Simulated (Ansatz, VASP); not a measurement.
# One calculation of PtSe2, two programs

The input INCAR:

```
SYSTEM = PtSe2
  PREC = Accurate
  ENCUT = 520
  EDIFF = 1E-7
  ISMEAR = 0
  SIGMA = 0.05
  LREAL = .False.
  LASPH = .True.
  NELM = 150
  ALGO = Normal
  ISIF = 2
  LWAVE = .False.
  LCHARG = .False.
  ISPIN = 2
  MAGMOM = 4 0 0
  LORBIT = 11
  LMAXMIX = 4
  LDAU = .True.
  LDAUTYPE = 1
  LDAUL = 2 -1
  LDAUU = 6 0
  LDAUJ = 0.7 0
  LDAUPRINT = 1
  NBANDS = 22
```

Contents of KPOINTS:

```
Automatic mesh
0
Gamma
  6 6 6
  0 0 0
```

Contents of POSCAR:

```
PtSe2
1.0
    1.9137262300      1.1048903500      5.7859151500
   -1.9137262300      1.1048903500      5.7859151500
    0.0000000000     -2.2097807100      5.7859151500
Pt Se
1 2
Direct
    0.0000000000      0.0000000000      0.0000000000
    0.2520000000      0.2520000000      0.2520000000
    0.7480000000      0.7480000000      0.7480000000
```

Input for Ansatz:

```yaml
crystal:
  lattice:
    - [1.91372623, 1.10489035, 5.78591515]
    - [-1.91372623, 1.10489035, 5.78591515]
    - [0.0, -2.20978071, 5.78591515]
  atoms:
    - { symbol: Pt, position: [0.0, 0.0, 0.0], spin: 4.0 }
    - { symbol: Se, position: [0.252, 0.252, 0.252] }
    - { symbol: Se, position: [0.748, 0.748, 0.748] }
basis:
  ecutwfc: 420
  ecutrho_ratio: 4
kpoints:
  mp_grid: { grid: [6, 6, 6] }
hamiltonian:
  xc: lda
  hubbard: { sites: [{ site: 0, l: d, u: 6.0, j: 0.7 }] }
scf:
  occupations: { method: gaussian, width: 0.05 }
  lower_state_search: "off"
  max_iter: 150
output:
  forces: true
  stress: true
  eigenvalues: true
  populations: true
  hubbard: { sites: [{ site: 0, l: d }] }
magnetization:
  spin_polarized: true
```

Alike in both runs: task single point; functional LDA; k mesh 6 × 6 × 6; occupations gaussian, width 0.05 eV; collinear spin; Hubbard terms Pt d U = 6.0 eV, J = 0.7 eV.

|  | VASP | Ansatz |
| --- | --- | --- |
| version | VASP 6.6.1 | Ansatz 0.2.0 |
| potentials or method | VASP PAW LDA potentials, release 64 (Pt, Se), cutoff 520 eV | scalar-relativistic, plane waves, PAW |
| valence electrons in the cell | 22 | 50 |

```tsv
	VASP	Ansatz	Ansatz less VASP
gap on the k mesh at the Fermi level (eV)	none	none	-
pressure (GPa)	-14.8	-12.9	+1.90
traceless stress, the component that is largest in VASP (GPa)	1.49	0.79	-0.700
rms of the force components (eV/Å)	0.883	0.783	-0.0993
net moment per atom (μB)	0.00	0.00	0.000
```

LDA's correlation is that of Perdew and Zunger in VASP and of Perdew and Wang (1992) in Ansatz. The programs project onto different local orbitals, so the same U acts differently, and such runs can settle in different states. Atom by atom the forces differ by 0.099 eV/Å (rms over components). A gap of «none» marks a metal or a gap that the smearing closes. VASP's potentials hold 22 valence electrons a cell and Ansatz's 50, so a difference there can come from the potentials and not from the codes. Ansatz's warnings: filled band counts differ across k points, seeded moment not kept.

Neither program's run includes spin-orbit coupling.
